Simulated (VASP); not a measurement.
# CdSe (I-4m2) in VASP: notebook

The runs below take CdSe through single point, with LDA.

Everything below comes from runs of VASP 6.6.1. Logs are shortened: lines on timing, memory, paths and dates and some standing lists are left out, and cuts for length are marked.

## Step 1: The cell of the first run

It takes space group I-4m2 (No. 119, tetragonal). The conventional cell has a = 4.125 Å, b = 4.125 Å, c = 6.804 Å, α = 90.00°, β = 90.00°, γ = 90.00°. Within 3.5 Å of Cd (site symmetry -4m2) lie 4 Se at 2.67 Å. Se (site symmetry -4m2) has 4 Cd at 2.67 Å within 3.5 Å.

## Step 2: Single point, LDA

File INCAR:

```
  PREC = Accurate
  ENCUT = 520
  EDIFF = 1E-6
  ISMEAR = 0
  SIGMA = 0.05
  LREAL = False
  LASPH = True
  NELM = 100
  ALGO = Normal
  ISIF = 2
  LWAVE = False
  LCHARG = True
  LELF = True
  LVHAR = True
  NBANDS = 16
```

File KPOINTS:

```
Automatic mesh
0
Gamma
  6 6 6
```

File POSCAR:

```
CdSe
1.0
    0.0000000000      2.9167574500      3.4019623269
    2.9167574500      0.0000000000      3.4019623269
    2.9167574500      2.9167574500      0.0000000000
Cd Se
1 1
Direct
    0.0000000000      0.0000000000      0.0000000000
    0.7500000000      0.7500000000      0.7500000000
```

Potentials or basis: VASP PAW LDA potentials, release 64 (Cd, Se).

Started as:

```console
$ cat potpaw_LDA.64/Cd/POTCAR potpaw_LDA.64/Se/POTCAR > POTCAR
$ mpirun -np 1 vasp_std > vasp.out
```

OUTCAR:

```text
PREC = Accurate
   ENCUT = 520
   EDIFF = 1E-6
   ISMEAR = 0
   LREAL = False
   LASPH = True
   NELM = 100
   ISIF = 2

 ion  position               nearest neighbor table
   1  0.000  0.000  0.000-   2 2.67   2 2.67   2 2.67   2 2.67
   2  0.750  0.750  0.750-   1 2.67   1 2.67   1 2.67   1 2.67

  LATTYP: Found a body centered tetragonal cell.
 ALAT       =     4.1249179439
 C/A-ratio  =     1.6494690916

  Lattice vectors:

 A1 = (  -2.9167574500,   0.0000000000,   3.4019623269)
 A2 = (   2.9167574500,   0.0000000000,   3.4019623269)
 A3 = (   0.0000000000,   2.9167574500,  -3.4019623269)

Analysis of symmetry for initial positions (statically):
=====================================================================
 Subroutine PRICEL returns:
 Original cell was already a primitive cell.

 Routine SETGRP: Setting up the symmetry group for a
 body centered tetragonal supercell.

 Subroutine GETGRP returns: Found  8 space group operations
 (whereof  8 operations were pure point group operations)
 out of a pool of 16 trial point group operations.

The static configuration has the point symmetry D_2d.

Analysis of symmetry for dynamics (positions and initial velocities):
=====================================================================
 Subroutine PRICEL returns:
 Original cell was already a primitive cell.

 Routine SETGRP: Setting up the symmetry group for a
 body centered tetragonal supercell.

 Subroutine GETGRP returns: Found  8 space group operations
 (whereof  8 operations were pure point group operations)
 out of a pool of 16 trial point group operations.

The dynamic configuration has the point symmetry D_2d.

 Subroutine INISYM returns: Found  8 space group operations
 (whereof  8 operations are pure point group operations),
 and found     1 'primitive' translations

----------------------------------------------------------------------------------------

                                     Primitive cell

  volume of cell :      57.8842

  direct lattice vectors                    reciprocal lattice vectors
     0.000000000  2.916757450  3.401962327    -0.171423236  0.171423236  0.146973997
     2.916757450  0.000000000  3.401962327     0.171423236 -0.171423236  0.146973997
     2.916757450  2.916757450  0.000000000     0.171423236  0.171423236 -0.146973997

  length of vectors
     4.481162985  4.481162985  4.124917944     0.283501688  0.283501688  0.283501688

  position of ions in fractional coordinates (direct lattice)
     0.000000000  0.000000000  0.000000000
     0.750000000  0.750000000  0.750000000

[... 65 lines left out ...]
   NGXF,Y,Z  is equivalent  to a cutoff of  26.71, 26.71, 25.79 a.u.
 SYSTEM =  unknown system
   PREC   = accura    normal or accurate (medium, high low for compatibility)
   ISTART =      0    job   : 0-new  1-cont  2-samecut
   ICHARG =      2    charge: 1-file 2-atom 10-const
   ISPIN  =      1    spin polarized calculation?
   LNONCOLLINEAR =      F non collinear calculations
   LSORBIT =      F    spin-orbit coupling
   LASPH  =      T    aspherical Exc in radial PAW
   ENCUT  =  520.0 eV  38.22 Ry    6.18 a.u.   8.33  8.33  7.67*2*pi/ulx,y,z
   NELM   =    100;   NELMIN=  2; NELMDL= -5     # of ELM steps
   EDIFF  = 0.1E-05   stopping-criterion for ELM
   LREAL  =      F    real-space projection
[... 7 lines left out ...]
   TEBEG  =    0.0;   TEEND  =   0.0 temperature during run
   PSTRESS=    0.0 pullay stress
   NELECT =      18.0000    total number of electrons
   NUPDOWN=      -1.0000    fix difference up-down
   EMIN   =  10.00;   EMAX   =-10.00  energy-range for DOS
   EFERMI =   0.00;   METHOD = LEGACY
   ISMEAR =     0;   SIGMA  =   0.05  broadening in eV -4-tet -1-fermi 0-gaus
   EFERMI_NEDOS =   21; number of points for ismear=-14 and -15
   IALGO  =     38    algorithm
   IMIX   =      4    mixing-type and parameters
     AMIX     =   0.40;   BMIX     =  1.00
     AMIX_MAG =   1.60;   BMIX_MAG =  1.00
  volume/ion in A,a.u.               =      28.94       195.31
  Fermi-wavevector in a.u.,A,eV,Ry     =   1.109121  2.095935 16.737201  1.230150
  Thomas-Fermi vector in A             =   2.245657
   LORBIT       =      0    0 simple, 1 ext, 2 COOP (PROOUT), +10 PAW based schemes
   GGA     = CA    functional components
   LHFCALC =     F    Hartree Fock is set to
   AEXX    =    0.0000 exact exchange contribution
   IVDW    =     0    specifies the selected vdW correction
   LEPSILON=     F    determine dielectric tensor
   LRPA    =     F    only Hartree local field effects (RPA)
 non-spin polarized calculation
 Gauss-broadening in eV      SIGMA  =   0.05
  energy-cutoff  :      520.00
  volume of cell :       57.88
 maximum number of plane-waves:      1581
 NGX is ok and might be reduce to    36
   NGX = 17   NGY = 17   NGZ = 15

 number of electron      17.9999998 magnetization

 Free energy of the ion-electron system (eV)
  ---------------------------------------------------
  ext. energy  EPLUGINS =         0.00000000
  ---------------------------------------------------
  free energy    TOTEN  =        -6.65313711 eV

  energy without entropy =       -6.65279997  energy(sigma->0) =       -6.65296854

 E-fermi :   0.7840     XC(G=0):  -9.1827

 val. band max:        0.7598026583   @ k =   0.0000   0.0000   0.0000
 cond. band min:       0.7846285139   @ k =   0.0000   0.0000   0.0000
 fundamental gap:      0.0248258556
 Fermi energy:         0.7840280225

 k-point     1 :       0.0000    0.0000    0.0000
  band No.  band energies     occupation
      1     -11.8678      2.00000
      2      -7.3162      2.00000
      3      -7.2379      2.00000
      4      -7.2379      2.00000
      5      -6.9571      2.00000
      6      -6.9212      2.00000
[... 433 lines left out ...]
      3      -7.0834      2.00000
      4      -7.0140      2.00000
      5      -6.9084      2.00000
      6      -6.5833      2.00000
[... 8 lines left out ...]
     15      11.9130      0.00000
     16      13.1685      0.00000

 [... further k-points ...]
[... 5 lines left out ...]
  --------------------------------------------------------------------------------------
  -------------------------------------------------------------------------------------
  Total       -0.6830125     -0.6830125     -2.2314523      0.0000000      0.0000000     -0.0000000
  in kB      -18.9051056    -18.9051056    -61.7643764      0.0000000      0.0000000     -0.0000000
  external PRESSURE =     -33.1915292 kB  Pullay stress =       0.0000000 kB

 VOLUME and BASIS-vectors are now :
 -----------------------------------------------------------------------------
  energy-cutoff  :      520.00
  volume of cell :       57.88
      direct lattice vectors                 reciprocal lattice vectors
     0.000000000  2.916757450  3.401962327    -0.171423236  0.171423236  0.146973997
     2.916757450  0.000000000  3.401962327     0.171423236 -0.171423236  0.146973997
     2.916757450  2.916757450  0.000000000     0.171423236  0.171423236 -0.146973997

 POSITION                                       TOTAL-FORCE (eV/Angst)
 -----------------------------------------------------------------------------------
      0.00000      0.00000      0.00000         0.000000     -0.000000      0.000000
      4.37514      4.37514      5.10294         0.000000      0.000000     -0.000000
 -----------------------------------------------------------------------------------
    total drift:                               -0.000001     -0.000001      0.000002

  FREE ENERGIE OF THE ION-ELECTRON SYSTEM (eV)
  ---------------------------------------------------
  free  energy   TOTEN  =        -6.6531371117 eV

  energy  without entropy=       -6.6527999736  energy(sigma->0) =       -6.65296854
```

stdout:

```text
POSCAR found type information on POSCAR CdSe
 POSCAR found :  2 types and       2 ions
 scaLAPACK will be used
 LDA part: xc-table for (Slater(with rela. corr.)+CA(PZ))
 , standard interpolation
 POSCAR, INCAR and KPOINTS ok, starting setup
 FFT: planning ... GRIDC
 FFT: planning ... GRID_SOFT
 FFT: planning ... GRID
 WAVECAR not read
 entering main loop
```

Wall time 41 s (1 thread of Intel Xeon Platinum 8259CL at 2.50GHz (Skylake/Cascade Lake), shared host); peak memory 0.17 GiB.

Results:

```
Free energy            : -6.6531 eV
Pressure               : -3.3 GPa
Band gap on the k mesh : 0.02 eV, direct
```

Levels at points of the mesh, in eV from the valence-band top:
```csv
k point,band 7,band 8,band 9,band 10,band 11,band 12
"(0.00, 0.00, 0.00)",-0.62,0.00,0.00,0.02,5.72,5.72
"(0.50, 0.00, 0.00)",-4.43,-1.25,-0.52,1.78,5.86,6.72
"(0.50, 0.50, 0.00)",-4.73,-1.49,-1.49,3.20,4.20,7.67
"(0.50, 0.00, 0.50)",-3.87,-2.20,-2.00,2.67,3.01,8.50
```

## Step 3: Single point, LDA

File INCAR:

```
SYSTEM = CdSe
PREC     = Accurate       ! precision mode
ENCUT    = 520            ! plane-wave cutoff, eV
EDIFF    = 1E-7           ! SCF threshold, eV
ISMEAR   = 0              ! smearing method
SIGMA    = 0.05           ! smearing width, eV
LREAL    = .FALSE.        ! projectors in reciprocal space
LASPH    = .TRUE.         ! aspherical terms in the spheres
NELM     = 100            ! most SCF steps
ALGO     = Normal         ! electronic algorithm
ISIF     = 2              ! what is computed and relaxed
LWAVE    = .FALSE.        ! write WAVECAR
LCHARG   = .TRUE.         ! write CHGCAR
LELF     = .TRUE.         ! ELF
LVHAR    = .TRUE.       
NBANDS   = 16             ! bands
```

File KPOINTS:

```
regular mesh
0
G
  6 6 6
  0 0 0
```

File POSCAR:

```
CdSe
1.0
    0.0000000000      2.9679286333      3.2856645660
    2.9679286333      0.0000000000      3.2856645660
    2.9679286333      2.9679286333      0.0000000000
Cd Se
1 1
Direct
    0.0000000000      0.0000000000      0.0000000000
    0.7500000000      0.7500000000      0.7500000000
```

Potentials or basis: VASP PAW LDA potentials, release 64 (Cd, Se).

Started as:

```console
$ cat potpaw_LDA.64/Cd/POTCAR potpaw_LDA.64/Se/POTCAR > POTCAR
$ mpirun -np 1 vasp_std > vasp.out
```

It took 51 s on 1 thread of Intel Xeon Platinum 8259CL at 2.50GHz (Skylake/Cascade Lake), shared host; peak memory 0.17 GiB.

The run converged. Its results:

```yaml
Free_energy: -6.6964 eV
Pressure: -3.1 GPa
Band_gap_on_the_k_mesh: 0.15 eV, direct
```

Stress tensor (GPa, compression positive):
```
-2.22  0.00  0.00
 0.00 -2.22  0.00
 0.00  0.00 -4.84
```

Levels at points of the mesh, in eV from the valence-band top:
| k point | band 6 | band 7 | band 8 | band 9 | band 10 | band 11 | band 12 | band 13 |
| --- | --- | --- | --- | --- | --- | --- | --- | --- |
| (0.00, 0.00, 0.00) | -7.62 | -0.38 | 0.00 | 0.00 | 0.15 | 5.72 | 5.72 | 5.76 |
| (0.50, 0.00, 0.00) | -7.36 | -4.40 | -1.07 | -0.59 | 1.95 | 5.96 | 6.57 | 7.02 |
| (0.50, 0.50, 0.00) | -7.40 | -4.50 | -1.60 | -1.60 | 3.11 | 4.01 | 8.03 | 9.79 |
| (0.50, 0.00, 0.50) | -7.26 | -3.94 | -2.08 | -1.94 | 2.77 | 3.20 | 8.85 | 8.99 |
